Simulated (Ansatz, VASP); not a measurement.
This is a calculation of Co for VASP 6.6.1.

The input INCAR:

```
SYSTEM = Co
PREC = Accurate ; ENCUT = 520
EDIFF = 1E-7 ; ISMEAR = -1
SIGMA = 0.05 ; LREAL = .False.
LASPH = .True. ; NELM = 150
ALGO = Normal ; ISIF = 2
LWAVE = .False. ; LCHARG = .False.
ISPIN = 2 ; MAGMOM = 3 3
LORBIT = 11 ; NUPDOWN = 6.0
LMAXMIX = 4 ; GGA = PS
NBANDS = 20
```

KPOINTS

```
regular mesh
0
Gamma
  10 10 6
  0 0 0
```

Contents of POSCAR:

```
Co
1.0
    2.4719999032      0.0000000000      0.0000000000
   -1.2359999516      2.1408147143      0.0000000000
    0.0000000000      0.0000000000      4.0211440800
Co
2
Direct
    0.6666666667      0.3333333333      0.7500000000
    0.3333333333      0.6666666667      0.2500000000
```

Potentials or basis: VASP PAW PBE potentials, release 64 (Co).

Launch:

```console
$ cat potpaw_PBE.64/Co/POTCAR > POTCAR
$ mpirun -np 1 vasp_std > vasp.out
```

Problem. Translate it to Ansatz 0.2.0. Potentials there: Ansatz PAW.

Solution. As run (the cutoff follows the program's own potentials):

Contents of input.yaml:

```yaml
crystal:
  lattice:
    - [2.4719999032, 0.0, 0.0]
    - [-1.2359999516, 2.1408147143, 0.0]
    - [0.0, 0.0, 4.02114408]
  atoms:
    - { symbol: Co, position: [0.6666666667, 0.3333333333, 0.75], spin: 3.0 }
    - { symbol: Co, position: [0.3333333333, 0.6666666667, 0.25], spin: 3.0 }
hamiltonian:
  xc: pbesol
  pseudopotentials: { kind: paw }
magnetization:
  spin_polarized: true
  initial_magnetization: 6.0
  spin_locking: { lock_magnetization: hard }
kpoints:
  mp_grid: { grid: [10, 10, 6] }
scf:
  occupations: { method: fermi_dirac, width: 0.05 }
  lower_state_search: "off"
output:
  forces: true
  stress: true
  eigenvalues: true
```

Potentials or basis: Ansatz PAW.

The run is started by

```console
$ ansatz run input.yaml --threads 2 --pin off --max-ram 5632MiB --backend cpu --events-out ev --progress --plain --runs-dir out
```

Both were run:

|  | VASP | Ansatz | Ansatz less VASP |
| --- | --- | --- | --- |
| net moment per atom (μB) | 3.00 | 3.00 | 0.000 |
| size of the moment on the site where the two differ most (μB) | 2.87 | 2.79 | -0.085 |

VASP's potentials were made for PBE, not for PBEsol. Site moments also hang on the region over which each program counts them. VASP's potentials hold 18 valence electrons a cell and Ansatz's 34, so a difference there can come from the potentials and not from the codes.
